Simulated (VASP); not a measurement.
Mo: single point with PBEsol

Mo:

```xyz
1
Lattice="2.6671 0.0000 0.0000 -1.3336 2.3098 0.0000 0.0000 0.0000 2.5552" Properties=species:S:1:pos:R:3 pbc="T T T"
Mo    0.0000    0.0000    1.2776
```

This cell differs from its parent crystal: strain -0.025 along x and y, +0.000 along z.

```yaml
Program: VASP 6.6.1
Task: single point
Functional: PBEsol
Potentials_or_basis: VASP PAW PBE potentials, release 64 (Mo_sv)
Cutoff: 520 eV
k_mesh: 18 × 18 × 18
Occupations: gaussian, width 0.15 eV
Spin: no spin polarisation
Dipole_correction: no
Further_INCAR_settings: ALGO = Normal; EDIFF = 1e-06; NBANDS = 13
```

```yaml
Pressure: 9.2 GPa
Band_gap_on_the_k_mesh: zero (bands 7 and 8 overlap by 1.92 eV)
```

Stress tensor (GPa, compression positive):
```
15.09  0.00  0.00
 0.00 15.09  0.00
 0.00  0.00 -2.65
```

Levels at points of the mesh, in eV from the Fermi level:
```csv
k point,band 3,band 4,band 5,band 6,band 7,band 8,band 9,band 10,band 11,band 12
"(0.00, 0.00, 0.00)",-34.12,-34.12,-7.03,-4.60,-1.00,-1.00,4.30,4.30,13.16,15.47
"(0.50, 0.00, 0.00)",-34.52,-34.03,-5.33,-3.15,0.61,1.26,3.51,4.92,11.05,14.09
"(0.00, 0.00, 0.50)",-33.97,-33.97,-4.04,-0.22,-0.22,-0.18,1.09,1.09,10.13,16.09
"(0.50, 0.00, 0.50)",-35.59,-34.35,-5.75,-3.87,-0.33,5.24,6.30,6.41,7.67,16.52
```

Wall time 57 s on 1 thread of Intel(R) Xeon(R) Platinum 8488C (Sapphire Rapids) (shared host), peak memory 0.18 GiB.

Caveat: the cell differs from its parent crystal (strain -0.025 along x and y, +0.000 along z); the cell stands under pressure; the PAW data sets were made with another functional, which shifts forces and pressure a little.
